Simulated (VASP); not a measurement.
# Ni (C2/c) in VASP: notebook, part 2 of 2

VASP 6.6.1. The steps go on from the part before.

## Step 5: Single point, revPBE (volume scaled by 1.08)

The input, INCAR:

```
SYSTEM = Ni
PREC = Accurate
ENCUT = 520
EDIFF = 1E-6
ISMEAR = -1
SIGMA = 0.1
LREAL = .False.
LASPH = .True.
NELM = 60
ALGO = Normal
ISIF = 2
LWAVE = .False.
LCHARG = .False.
GGA = RE
NBANDS = 17
```

The input, KPOINTS:

```
regular mesh
0
Gamma
  17 17 16
  0 0 0
```

The input, POSCAR:

```
Ni
1.0
   -3.0430902882      3.0434257606      1.2574490542
    3.0434257606     -3.0430902882      1.2574490542
    1.5852610991      1.5852610991     -1.2568346359
Ni
2
Direct
    0.0000209121      0.9999790879      0.0000000000
    0.7499790879      0.2500209121      0.5000000000
```

Potentials or basis: VASP PAW PBE potentials, release 64 (Ni).

Command:

```bash
cat potpaw_PBE.64/Ni/POTCAR > POTCAR
mpirun -np 1 vasp_std > vasp.out
```

OUTCAR:

```text
SYSTEM = Ni
   PREC = Accurate
   ENCUT = 520
   EDIFF = 1E-6
   ISMEAR = -1
   LREAL = .False.
   LASPH = .True.
   NELM = 60
   ISIF = 2
   GGA = RE

 ion  position               nearest neighbor table
   1  0.000  1.000  0.000-   2 2.51   2 2.51   2 2.51   2 2.51   2 3.07   2 3.07   2 3.07   2 3.07

   2  0.750  0.250  0.500-   1 2.51   1 2.51   1 2.51   1 2.51   1 3.07   1 3.07   1 3.07   1 3.07

  LATTYP: Found a base centered monoclinic cell.
 ALAT       =     2.5148981532
 B/A-ratio  =     3.4226569108
 C/A-ratio  =     1.0219750583
 COS(beta)  =    -0.4888451018

  Lattice vectors:

 A1 = (  -3.0430902882,   3.0434257606,   1.2574490542)
 A2 = (   3.0434257606,  -3.0430902882,   1.2574490542)
 A3 = (   1.5852610991,   1.5852610991,  -1.2568346359)

Analysis of symmetry for initial positions (statically):
=====================================================================
 Subroutine PRICEL returns:
 Original cell was already a primitive cell.

 Routine SETGRP: Setting up the symmetry group for a
[... 166 lines left out ...]
  free energy    TOTEN  =        -9.89464874 eV

  energy without entropy =       -9.70825261  energy(sigma->0) =       -9.80145068

 E-fermi :   7.8660     XC(G=0): -12.5211

 val. band max:        7.8659235128   @ k =  -0.3529  -0.4118   0.3750
 cond. band min:       7.8661493569   @ k =  -0.2353  -0.4118   0.1875
 fundamental gap:      0.0002258440
 Fermi energy:         7.8660393877

 k-point     1 :       0.0000    0.0000    0.0000
  band No.  band energies     occupation
      1      -0.2540      2.00000
      2       3.9852      2.00000
      3       5.9132      2.00000
      4       6.1822      2.00000
      5       6.5244      2.00000
      6       6.5414      2.00000
[... 457 lines left out ...]
      4       6.2076      2.00000
      5       6.4910      2.00000
      6       6.5380      2.00000
[... 9 lines left out ...]
     16      30.4579      0.00000
     17      31.2186      0.00000

 [... further k-points ...]

------------------------ aborting loop because EDIFF is reached ----------------------------------------

  FORCE on cell =-STRESS in cart. coord.  units (eV):
  Direction    XX          YY          ZZ          XY          YZ          ZX
  --------------------------------------------------------------------------------------
  -------------------------------------------------------------------------------------
  Total       -1.7093442     -1.7093442     -1.6367365     -0.0128337     -0.0022798     -0.0022798
  in kB     -112.8506866   -112.8506866   -108.0571345     -0.8472796     -0.1505121     -0.1505131
  external PRESSURE =    -111.2528359 kB  Pullay stress =       0.0000000 kB

 VOLUME and BASIS-vectors are now :
 -----------------------------------------------------------------------------
  energy-cutoff  :      520.00
  volume of cell :       24.27
      direct lattice vectors                 reciprocal lattice vectors
    -3.043090288  3.043425761  1.257449054     0.075460201  0.239757804  0.397588375
     3.043425761 -3.043090288  1.257449054     0.239757804  0.075460201  0.397588375
     1.585261099  1.585261099 -1.256834636     0.315372103  0.315372103 -0.000084138

 POSITION                                       TOTAL-FORCE (eV/Angst)
 -----------------------------------------------------------------------------------
      3.04330     -3.04296      1.25745         0.000847     -0.000847     -0.000000
     -0.72870      2.31430      0.62903        -0.000847      0.000847      0.000000
 -----------------------------------------------------------------------------------
    total drift:                               -0.000000     -0.000000      0.000000

  FREE ENERGIE OF THE ION-ELECTRON SYSTEM (eV)
  ---------------------------------------------------
  free  energy   TOTEN  =        -9.8946487434 eV

  energy  without entropy=       -9.7082526082  energy(sigma->0) =       -9.80145068
```

OSZICAR:

```text
N       E                     dE             d eps       ncg     rms          rms(c)
DAV:   1     0.907205081664E+02    0.90721E+02   -0.92985E+03 43538   0.162E+03
DAV:   2    -0.852691878871E+01   -0.99247E+02   -0.93362E+02 42053   0.252E+02
DAV:   3    -0.116955193789E+02   -0.31686E+01   -0.30882E+01 47523   0.601E+01
DAV:   4    -0.117361431437E+02   -0.40624E-01   -0.40601E-01 52478   0.575E+00
DAV:   5    -0.117370258105E+02   -0.88267E-03   -0.88262E-03 48203   0.761E-01    0.122E+01
DAV:   6    -0.107413866815E+02    0.99564E+00   -0.11362E+01 43437   0.696E+01    0.938E+00
DAV:   7    -0.991816251983E+01    0.82322E+00   -0.26898E+00 43624   0.305E+01    0.197E+00
DAV:   8    -0.989794532438E+01    0.20217E-01   -0.13579E-02 62269   0.145E+00    0.647E-01
DAV:   9    -0.989462147036E+01    0.33239E-02   -0.12469E-03 64741   0.572E-01    0.833E-02
DAV:  10    -0.989464979060E+01   -0.28320E-04   -0.80081E-05 43883   0.995E-02    0.428E-02
DAV:  11    -0.989464877314E+01    0.10175E-05   -0.24951E-06 52790   0.145E-02    0.291E-03
DAV:  12    -0.989464874340E+01    0.29736E-07   -0.16823E-07 23366   0.509E-03
   1 F= -.98946487E+01 E0= -.98014507E+01  d E =-.186396E+00
```

Wall time 14 min (1 thread of Oxide Virtual Turin-like, shared host); peak memory 0.49 GiB.

Results:

| Quantity | Value |
| --- | --- |
| Free energy | -9.8946 eV |
| Pressure | -11.1 GPa |
| Band gap on the k mesh | zero (band 10 reaches 8.03 eV, above the bottom of band 11 at 7.41 eV) |

Stress tensor (GPa, compression positive):
```
-11.29  -0.08  -0.02
 -0.08 -11.29  -0.02
 -0.02  -0.02 -10.81
```

Caveat: the cell differs from its parent crystal (volume scaled by 1.08); the PAW data sets were made with another functional, which shifts forces and pressure a little; the run has no spin polarisation, though such a crystal can be magnetic. Spin polarisation is off, so any magnetic state and its effect on volume and gap are missing.

## Step 6: Single point, revPBE (volume scaled by 0.92)

The input, INCAR:

```
SYSTEM = Ni
ALGO = Normal
EDIFF = 1E-6
ENCUT = 520
GGA = RE
ISIF = 2
ISMEAR = -1
LASPH = .TRUE.
LCHARG = .FALSE.
LREAL = .FALSE.
LWAVE = .FALSE.
NBANDS = 17
NELM = 60
PREC = Accurate
SIGMA = 0.1
```

The input, KPOINTS:

```
k-points
0
G
  17 17 16
  0 0 0
```

The input, POSCAR:

```
Ni
1.0
   -2.8847146624      2.8850326754      1.1920059480
    2.8850326754     -2.8847146624      1.1920059480
    1.5027572314      1.5027572314     -1.1914235067
Ni
2
Direct
    0.0000209121      0.9999790879      0.0000000000
    0.7499790879      0.2500209121      0.5000000000
```

Potentials or basis: VASP PAW PBE potentials, release 64 (Ni).

Command:

```bash
cat potpaw_PBE.64/Ni/POTCAR > POTCAR
mpirun -np 1 vasp_std > vasp.out
```

Run time: 13 min. Hardware: 1 thread of Oxide Virtual Turin-like, shared host; peak memory 0.41 GiB.

Results (log left out):

```
Free energy            : -9.8648 eV
Pressure               : 18.4 GPa
Band gap on the k mesh : zero (band 10 reaches 10.31 eV, above the bottom of band 11 at 9.51 eV)
```

Forces in eV/Å, atoms in the order of the input:
```
Ni   0.002 -0.002  0.000
Ni  -0.002  0.002  0.000
```

Stress tensor (GPa, compression positive):
```
18.65  0.35 -0.02
 0.35 18.65 -0.02
-0.02 -0.02 18.04
```

Levels at points of the mesh, in eV from the Fermi level:
| k point | band 8 | band 9 | band 10 | band 11 | band 12 | band 13 |
| --- | --- | --- | --- | --- | --- | --- |
| (0.00, 0.00, 0.00) | -1.41 | -0.61 | -0.59 | -0.57 | -0.02 | 6.00 |
| (0.00, 0.00, 0.50) | -0.59 | 0.06 | 0.06 | 2.48 | 2.48 | 11.19 |

Caveat: the cell differs from its parent crystal (volume scaled by 0.92); the PAW data sets were made with another functional, which shifts forces and pressure a little; the run has no spin polarisation, though such a crystal can be magnetic.

## Step 7: Single point, revPBE

This run uses another cell than the first one, of 11.24 Å³/atom, 1.136 times its volume.

The input, INCAR:

```
SYSTEM = Ni
  PREC = Accurate
  ENCUT = 520
  EDIFF = 1E-7
  ISMEAR = -1
  SIGMA = 0.1
  LREAL = .FALSE.
  LASPH = .TRUE.
  NELM = 100
  ALGO = Normal
  ISIF = 2
  LWAVE = .FALSE.
  LCHARG = .FALSE.
  GGA = RE
  NBANDS = 17
```

The input, KPOINTS:

```
regular mesh
0
G
  17 17 16
  0 0 0
```

The input, POSCAR:

```
Ni
1.0
   -2.9660166606      2.9663436363      1.2256011131
    2.9663436363     -2.9660166606      1.2256011131
    1.5451105245      1.5451105245     -1.2250022564
Ni
2
Direct
    0.0000209121      0.9999790879      0.0000000000
    0.7499790879      0.2500209121      0.5000000000
```

Command:

```bash
cat potpaw_PBE.64/Ni/POTCAR > POTCAR
mpirun -np 1 vasp_std > vasp.out
```

It took 22 min on 1 thread of Oxide Virtual Turin-like, shared host; peak memory 0.46 GiB.

The run converged. Its results:

```
Free energy            : -9.9611 eV
Pressure               : 0.2 GPa
Band gap on the k mesh : zero (band 10 reaches 9.08 eV, above the bottom of band 11 at 8.37 eV)
```

Stress tensor (GPa, compression positive):
```
 0.17  0.09 -0.02
 0.09  0.17 -0.02
-0.02 -0.02  0.24
```

Levels at points of the mesh, in eV from the Fermi level:
```tsv
k point	band 8	band 9	band 10	band 11	band 12	band 13
(0.00, 0.00, 0.00)	-1.26	-0.54	-0.51	-0.40	-0.03	5.43
(0.00, 0.00, 0.50)	-0.52	0.05	0.05	2.29	2.29	10.59
```

Caveat: the PAW data sets were made with another functional, which shifts forces and pressure a little; the run has no spin polarisation, though such a crystal can be magnetic.

## Step 8: Overview

```tsv
cell	k mesh	gap on the mesh (eV)	pressure (GPa)
a = 4.188, b = 4.188, c = 2.401 Å, angles 97.9, 97.9, 147.4°, 2 atoms	17 × 17 × 16	none	31.4
a = 4.370, b = 4.370, c = 2.505 Å, angles 97.9, 97.9, 147.4°, 2 atoms	15 × 15 × 10	none	0.2
a = 4.428, b = 4.428, c = 2.538 Å, angles 97.9, 97.9, 147.4°, 2 atoms	17 × 17 × 16	none	-6.1
a = 4.484, b = 4.484, c = 2.570 Å, angles 97.9, 97.9, 147.4°, 2 atoms	17 × 17 × 16	none	-11.1
a = 4.250, b = 4.250, c = 2.436 Å, angles 97.9, 97.9, 147.4°, 2 atoms	17 × 17 × 16	none	18.4
a = 4.370, b = 4.370, c = 2.505 Å, angles 97.9, 97.9, 147.4°, 2 atoms	17 × 17 × 16	none	0.2
```

Alike in all rows: task single point; level revPBE; potentials or basis VASP PAW PBE potentials, release 64 (Ni); no spin polarisation; cutoff (eV) 520; smearing fermi-dirac 0.1 eV.

Caveats: the PAW data sets were made with another functional, which shifts forces and pressure a little; the run has no spin polarisation, though such a crystal can be magnetic.

Absolute energies hang on the potentials; compare differences alone.
